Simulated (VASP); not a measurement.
# Ta (Im-3m) in VASP: notebook

Ta is run at these levels: PBE, LDA, BLYP, RPBE; tasks: single point.

Program: VASP 6.6.1. These are calculated values, not measurements. Logs are shortened: lines on timing, memory, paths and dates and some standing lists are left out, and cuts for length are marked.

### 1 The cell of the first run

Symmetry: Im-3m, No. 229, cubic system. The conventional cell has a = 3.303 Å, b = 3.303 Å, c = 3.303 Å, α = 90.00°, β = 90.00°, γ = 90.00°. Ta (site symmetry m-3m) has 14 Ta at 2.86 to 3.30 Å within 3.8 Å.

### 2 Single point, PBE

File INCAR:

```
ALGO = Normal ; EDIFF = 1E-6
ENCUT = 500 ; GGA = PE
GGA_COMPAT = False ; ISIF = 2
ISMEAR = -1 ; LASPH = True
LCHARG = False ; LREAL = False
LWAVE = False ; NBANDS = 12
NELM = 120 ; PREC = Accurate
SIGMA = 0.1
```

File KPOINTS:

```
k-points
0
Gamma
  10 10 10
```

File POSCAR:

```
Ta
1.0
   -1.6512800000      1.6512800000      1.6512800000
    1.6512800000     -1.6512800000      1.6512800000
    1.6512800000      1.6512800000     -1.6512800000
Ta
1
Direct
    0.0000000000      0.0000000000      0.0000000000
```

Potentials or basis: VASP PAW PBE potentials, release 64 (Ta_pv).

Started as:

```bash
$ cat potpaw_PBE.64/Ta_pv/POTCAR > POTCAR
$ mpirun -np 1 vasp_std > vasp.out
```

OUTCAR:

```text
EDIFF = 1E-6
   ENCUT = 500
   GGA = PE
   ISIF = 2
   ISMEAR = -1
   LASPH = True
   LREAL = False
   NELM = 120
   PREC = Accurate

 ion  position               nearest neighbor table
   1  0.000  0.000  0.000-

  LATTYP: Found a body centered cubic cell.
 ALAT       =     3.3025600000

  Lattice vectors:

 A1 = (  -1.6512800000,   1.6512800000,   1.6512800000)
 A2 = (   1.6512800000,  -1.6512800000,   1.6512800000)
 A3 = (   1.6512800000,   1.6512800000,  -1.6512800000)

Analysis of symmetry for initial positions (statically):
=====================================================================
 Subroutine PRICEL returns:
 Original cell was already a primitive cell.

 Routine SETGRP: Setting up the symmetry group for a
 body centered cubic supercell.

 Subroutine GETGRP returns: Found 48 space group operations
 (whereof 48 operations were pure point group operations)
 out of a pool of 48 trial point group operations.

The static configuration has the point symmetry O_h .

Analysis of symmetry for dynamics (positions and initial velocities):
=====================================================================
 Subroutine PRICEL returns:
 Original cell was already a primitive cell.

 Routine SETGRP: Setting up the symmetry group for a
 body centered cubic supercell.

 Subroutine GETGRP returns: Found 48 space group operations
 (whereof 48 operations were pure point group operations)
 out of a pool of 48 trial point group operations.

The dynamic configuration has the point symmetry O_h .

 Subroutine INISYM returns: Found 48 space group operations
 (whereof 48 operations are pure point group operations),
 and found     1 'primitive' translations

----------------------------------------------------------------------------------------

                                     Primitive cell

  volume of cell :      18.0104

  direct lattice vectors                    reciprocal lattice vectors
    -1.651280000  1.651280000  1.651280000     0.000000000  0.302795407  0.302795407
     1.651280000 -1.651280000  1.651280000     0.302795407  0.000000000  0.302795407
     1.651280000  1.651280000 -1.651280000     0.302795407  0.302795407  0.000000000

  length of vectors
     2.860100858  2.860100858  2.860100858     0.428217371  0.428217371  0.428217371

  position of ions in fractional coordinates (direct lattice)
     0.000000000  0.000000000  0.000000000

  ion indices of the primitive-cell ions
   primitive index   ion index
                 1           1

----------------------------------------------------------------------------------------

 KPOINTS: k-points

Automatic generation of k-mesh.
 Grid dimensions read from file:
 generate k-points for:   10   10   10

 Generating k-lattice:

  Cartesian coordinates                     Fractional coordinates (reciprocal lattice)
     0.000000000  0.030279541  0.030279541     0.100000000  0.000000000  0.000000000
     0.030279541  0.000000000  0.030279541     0.000000000  0.100000000  0.000000000
     0.030279541  0.030279541  0.000000000     0.000000000  0.000000000  0.100000000

  Length of vectors
     0.042821737  0.042821737  0.042821737

  Shift w.r.t. Gamma in fractional coordinates (k-lattice)
     0.000000000  0.000000000  0.000000000

 Subroutine IBZKPT returns following result:
 ===========================================

 Found     47 irreducible k-points:

 Following reciprocal coordinates:
            Coordinates               Weight
  0.000000  0.000000  0.000000      1.000000
  0.100000  0.000000  0.000000     12.000000
  0.200000  0.000000  0.000000     12.000000
  0.300000  0.000000  0.000000     12.000000
  0.400000  0.000000  0.000000     12.000000
  0.500000  0.000000  0.000000      6.000000
[... 16 lines left out ...]
  0.300000  0.300000  0.100000      8.000000
 -0.300000  0.300000  0.100000     24.000000
 [... further k-points ...]
   k-points           NKPTS =     47   k-points in BZ     NKDIM =     47   number of bands    NBANDS=     12
   number of dos      NEDOS =    301   number of ions     NIONS =      1
   total plane-waves  NPLWV =  13824
   dimension x,y,z NGX =    24 NGY =   24 NGZ =   24
   dimension x,y,z NGXF=    48 NGYF=   48 NGZF=   48
   ions per type =               1
   NGX,Y,Z   is equivalent  to a cutoff of  13.95, 13.95, 13.95 a.u.
   NGXF,Y,Z  is equivalent  to a cutoff of  27.90, 27.90, 27.90 a.u.
 SYSTEM =  unknown system
   PREC   = accura    normal or accurate (medium, high low for compatibility)
   ISTART =      0    job   : 0-new  1-cont  2-samecut
   ICHARG =      2    charge: 1-file 2-atom 10-const
   ISPIN  =      1    spin polarized calculation?
   LNONCOLLINEAR =      F non collinear calculations
   LSORBIT =      F    spin-orbit coupling
   LASPH  =      T    aspherical Exc in radial PAW
   ENCUT  =  500.0 eV  36.75 Ry    6.06 a.u.   5.21  5.21  5.21*2*pi/ulx,y,z
   NELM   =    120;   NELMIN=  2; NELMDL= -5     # of ELM steps
   EDIFF  = 0.1E-05   stopping-criterion for ELM
   LREAL  =      F    real-space projection
   EDIFFG = 0.1E-04   stopping-criterion for IOM
   NSW    =      0    number of steps for IOM
   IBRION =     -1    ionic relax: 0-MD 1-quasi-New 2-CG
   NFREE  =      0    steps in history (QN), initial steepest desc. (CG)
   ISIF   =      2    stress and relaxation
   ISYM   =      2    0-nonsym 1-usesym 2-fastsym
   POTIM  = 0.5000    time-step for ionic-motion
   TEBEG  =    0.0;   TEEND  =   0.0 temperature during run
   PSTRESS=    0.0 pullay stress
   NELECT =      11.0000    total number of electrons
   NUPDOWN=      -1.0000    fix difference up-down
   EMIN   =  10.00;   EMAX   =-10.00  energy-range for DOS
   EFERMI =   0.00;   METHOD = LEGACY
   ISMEAR =    -1;   SIGMA  =   0.10  broadening in eV -4-tet -1-fermi 0-gaus
   EFERMI_NEDOS =   21; number of points for ismear=-14 and -15
   IALGO  =     38    algorithm
   IMIX   =      4    mixing-type and parameters
     AMIX     =   0.40;   BMIX     =  1.00
     AMIX_MAG =   1.60;   BMIX_MAG =  1.00
  volume/ion in A,a.u.               =      18.01       121.54
  Fermi-wavevector in a.u.,A,eV,Ry     =   1.388988  2.624806 26.249534  1.929286
  Thomas-Fermi vector in A             =   2.513061
   LORBIT       =      0    0 simple, 1 ext, 2 COOP (PROOUT), +10 PAW based schemes
   GGA     = PE    functional components
   LHFCALC =     F    Hartree Fock is set to
   AEXX    =    0.0000 exact exchange contribution
   IVDW    =     0    specifies the selected vdW correction
   LEPSILON=     F    determine dielectric tensor
   LRPA    =     F    only Hartree local field effects (RPA)
 non-spin polarized calculation
  energy-cutoff  :      500.00
  volume of cell :       18.01
 maximum number of plane-waves:       470
 NGX is ok and might be reduce to    24
   NGX = 11   NGY = 11   NGZ = 11

 number of electron      11.0000002 magnetization

 Free energy of the ion-electron system (eV)
  ---------------------------------------------------
  ext. energy  EPLUGINS =         0.00000000
  ---------------------------------------------------
  free energy    TOTEN  =       -11.82703745 eV

  energy without entropy =      -11.78456068  energy(sigma->0) =      -11.80579907

 E-fermi :   5.4966     XC(G=0): -12.6216

 val. band max:        5.4519151076   @ k =  -0.4000   0.4000   0.1000
 cond. band min:       5.5319303364   @ k =   0.4000   0.2000   0.0000
 fundamental gap:      0.0800152287
 Fermi energy:         5.4965871198

 k-point     1 :       0.0000    0.0000    0.0000
  band No.  band energies     occupation
      1     -27.6021      2.00000
      2     -27.6021      2.00000
      3     -27.6021      2.00000
      4      -2.4293      2.00000
      5       6.2125      0.00155
      6       6.2125      0.00155
      7       6.2125      0.00155
      8       9.4874      0.00000
      9       9.4874      0.00000
     10      20.1600      0.00000
     11      20.5000      0.00000
     12      20.5000      0.00000

 k-point     2 :       0.1000    0.0000    0.0000
  band No.  band energies     occupation
      1     -27.7233      2.00000
      2     -27.6395      2.00000
      3     -27.6027      2.00000
      4      -1.9893      2.00000
      5       5.9329      0.02515
      6       6.1110      0.00428
      7       6.6483      0.00002
      8       9.0880      0.00000
      9       9.4921      0.00000
     10      20.1599      0.00000
     11      20.8715      0.00000
     12      21.2714      0.00000

 k-point     3 :       0.2000    0.0000    0.0000
  band No.  band energies     occupation
      1     -28.0306      2.00000
      2     -27.7361      2.00000
      3     -27.6045      2.00000
      4      -0.8289      2.00000
      5       5.2828      1.78908
      6       5.6473      0.36267
      7       7.9113      0.00000
      8       8.7899      0.00000
      9       9.5716      0.00000
     10      20.1584      0.00000
     11      21.1791      0.00000
     12      22.9381      0.00000
[... 286 lines left out ...]
 k-point    23 :       0.3000    0.3000    0.1000
  band No.  band energies     occupation
      1     -28.3511      2.00000
      2     -28.3511      2.00000
      3     -27.8561      2.00000
      4       3.2158      2.00000
      5       4.5596      1.99983
      6       4.5596      1.99983
      7      10.3353      0.00000
      8      10.3353      0.00000
      9      13.4604      0.00000
     10      17.5693      0.00000
     11      17.5693      0.00000
     12      20.1645      0.00000

 k-point    24 :      -0.3000    0.3000    0.1000
  band No.  band energies     occupation
      1     -28.3753      2.00000
      2     -27.8948      2.00000
      3     -27.6956      2.00000
      4       0.8642      2.00000
      5       5.0109      1.98458
      6       5.1054      1.96078
      7       8.0477      0.00000
      8       9.6968      0.00000
      9      10.4508      0.00000
     10      19.5030      0.00000
     11      20.1691      0.00000
     12      22.1707      0.00000

 [... further k-points ...]
[... 5 lines left out ...]
  --------------------------------------------------------------------------------------
  -------------------------------------------------------------------------------------
  Total        0.4936586      0.4936586      0.4936586     -0.0000000     -0.0000000      0.0000000
  in kB       43.9152293     43.9152293     43.9152293     -0.0000000     -0.0000000      0.0000000
  external PRESSURE =      43.9152293 kB  Pullay stress =       0.0000000 kB

 VOLUME and BASIS-vectors are now :
 -----------------------------------------------------------------------------
  energy-cutoff  :      500.00
  volume of cell :       18.01
      direct lattice vectors                 reciprocal lattice vectors
    -1.651280000  1.651280000  1.651280000     0.000000000  0.302795407  0.302795407
     1.651280000 -1.651280000  1.651280000     0.302795407  0.000000000  0.302795407
     1.651280000  1.651280000 -1.651280000     0.302795407  0.302795407  0.000000000

 POSITION                                       TOTAL-FORCE (eV/Angst)
 -----------------------------------------------------------------------------------
      0.00000      0.00000      0.00000        -0.000000      0.000000      0.000000
 -----------------------------------------------------------------------------------
    total drift:                                0.000000      0.000000      0.000000

  FREE ENERGIE OF THE ION-ELECTRON SYSTEM (eV)
  ---------------------------------------------------
  free  energy   TOTEN  =       -11.8270374533 eV

  energy  without entropy=      -11.7845606804  energy(sigma->0) =      -11.80579907
```

Run time: 12 s. Hardware: 1 thread of Intel Xeon 8259CL, shared host; peak memory 0.14 GiB.

Results:

- Free energy: -11.8270 eV
- Pressure: 4.4 GPa

Caveat: spin-orbit coupling is left out, which moves the levels of the heavy elements.

### 3 Single point, LDA

File INCAR:

```
SYSTEM = Ta
PREC = Accurate
ENCUT = 500
EDIFF = 1E-6
ISMEAR = -1
SIGMA = 0.1
LREAL = .FALSE.
LASPH = .TRUE.
NELM = 120
ALGO = Normal
ISIF = 2
LWAVE = .FALSE.
LCHARG = .FALSE.
NBANDS = 12
GGA_COMPAT = .FALSE.
```

File KPOINTS:

```
regular mesh
0
G
  10 10 10
  0 0 0
```

POSCAR is that of step 2.

Potentials or basis: VASP PAW LDA potentials, release 64 (Ta_pv).

Started as:

```bash
$ cat potpaw_LDA.64/Ta_pv/POTCAR > POTCAR
$ mpirun -np 1 vasp_std > vasp.out
```

OUTCAR:

```text
SYSTEM = Ta
   PREC = Accurate
   ENCUT = 500
   EDIFF = 1E-6
   ISMEAR = -1
   LREAL = .FALSE.
   LASPH = .TRUE.
   NELM = 120
   ISIF = 2

 ion  position               nearest neighbor table
   1  0.000  0.000  0.000-

  LATTYP: Found a body centered cubic cell.
 ALAT       =     3.3025600000

  Lattice vectors:

 A1 = (  -1.6512800000,   1.6512800000,   1.6512800000)
 A2 = (   1.6512800000,  -1.6512800000,   1.6512800000)
 A3 = (   1.6512800000,   1.6512800000,  -1.6512800000)

[... 529 lines left out ...]
      4       0.8419      2.00000
      5       4.8780      1.98998
      6       5.0223      1.95830
      7       7.9105      0.00000
      8       9.5547      0.00000
      9      10.2737      0.00000
     10      19.0470      0.00000
     11      19.4947      0.00000
     12      22.1320      0.00000

 [... further k-points ...]
[... 5 lines left out ...]
  --------------------------------------------------------------------------------------
  -------------------------------------------------------------------------------------
  Total       -0.7843150     -0.7843150     -0.7843150      0.0000000     -0.0000000     -0.0000000
  in kB      -69.7716390    -69.7716390    -69.7716390      0.0000000     -0.0000000     -0.0000000
  external PRESSURE =     -69.7716390 kB  Pullay stress =       0.0000000 kB

 VOLUME and BASIS-vectors are now :
 -----------------------------------------------------------------------------
  energy-cutoff  :      500.00
  volume of cell :       18.01
      direct lattice vectors                 reciprocal lattice vectors
    -1.651280000  1.651280000  1.651280000     0.000000000  0.302795407  0.302795407
     1.651280000 -1.651280000  1.651280000     0.302795407  0.000000000  0.302795407
     1.651280000  1.651280000 -1.651280000     0.302795407  0.302795407  0.000000000

 POSITION                                       TOTAL-FORCE (eV/Angst)
 -----------------------------------------------------------------------------------
      0.00000      0.00000      0.00000        -0.000000     -0.000000     -0.000000
 -----------------------------------------------------------------------------------
    total drift:                                0.000000      0.000000      0.000000

  FREE ENERGIE OF THE ION-ELECTRON SYSTEM (eV)
  ---------------------------------------------------
  free  energy   TOTEN  =       -12.8214353657 eV

  energy  without entropy=      -12.7741407903  energy(sigma->0) =      -12.79778808
```

OSZICAR:

```text
N       E                     dE             d eps       ncg     rms          rms(c)
DAV:   1     0.582471254144E+02    0.58247E+02   -0.59167E+03  1136   0.849E+02
DAV:   2    -0.122892205475E+02   -0.70536E+02   -0.68766E+02  1236   0.239E+02
DAV:   3    -0.133282732995E+02   -0.10391E+01   -0.10218E+01  1340   0.274E+01
DAV:   4    -0.133310042420E+02   -0.27309E-02   -0.27308E-02  1248   0.155E+00
DAV:   5    -0.133310134783E+02   -0.92363E-05   -0.92364E-05  1304   0.844E-02    0.134E+01
DAV:   6    -0.129404527476E+02    0.39056E+00   -0.31519E-01  1292   0.571E+00    0.633E+00
DAV:   7    -0.128233789092E+02    0.11707E+00   -0.23957E-01  1288   0.468E+00    0.342E-01
DAV:   8    -0.128214554650E+02    0.19234E-02   -0.64731E-03  1180   0.664E-01    0.903E-02
DAV:   9    -0.128214361998E+02    0.19265E-04   -0.36793E-05  1332   0.590E-02    0.250E-02
DAV:  10    -0.128214353657E+02    0.83413E-06   -0.25900E-06  1184   0.172E-02
   1 F= -.12821435E+02 E0= -.12797788E+02  d E =-.472946E-01
```

stdout:

```text
POSCAR found type information on POSCAR Ta
 POSCAR found :  1 types and       1 ions
 scaLAPACK will be used
 LDA part: xc-table for (Slater(with rela. corr.)+CA(PZ))
 , standard interpolation
 POSCAR, INCAR and KPOINTS ok, starting setup
 FFT: planning ... GRIDC
 FFT: planning ... GRID_SOFT
 FFT: planning ... GRID
 WAVECAR not read
 entering main loop
```

Run time: 9.8 s. Hardware: 1 thread of Intel Xeon 8259CL, shared host; peak memory 0.13 GiB.

Results:

| Property | Result |
| --- | --- |
| Free energy | -12.8214 eV |
| Pressure | -7.0 GPa |

Caveat: spin-orbit coupling is left out, which moves the levels of the heavy elements.

[end of part 1 of 2]
